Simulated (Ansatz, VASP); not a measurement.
**Two plane-wave programs on Co**

```xyz
3
Lattice="3.9004 0.0000 0.0000 -1.9502 3.3778 0.0000 0.0000 0.0000 2.4028" Properties=species:S:1:pos:R:3 pbc="T T T"
Co    1.3001    0.0000    0.4005
Co   -0.6501    1.1259    2.0023
Co    1.3001    2.2519    1.2014
```

Alike in both runs: functional PBE; k mesh 6 × 6 × 6; occupations gaussian, width 0.1 eV; no spin polarisation.

Ansatz relaxed the structure, and its values are those at the end. VASP's run is a single point on that final structure, the one shown.

|  | VASP | Ansatz |
| --- | --- | --- |
| version | VASP 6.6.1 | Ansatz 0.2.0 |
| potentials or method | VASP PAW PBE potentials, release 64 (Co), cutoff 520 eV | scalar-relativistic, plane waves, PAW |
| valence electrons in the cell | 27 | 51 |

```tsv
	VASP	Ansatz	Ansatz less VASP
gap on the k mesh at the Fermi level (eV)	none	none	-
pressure (GPa)	-0.6	0.2	+0.75
```

A gap of «none» marks a metal or a gap that the smearing closes. VASP's potentials hold 27 valence electrons a cell and Ansatz's 51, so a difference there can come from the potentials and not from the codes.

The k mesh is coarse, so the values compare programs but aren't converged.
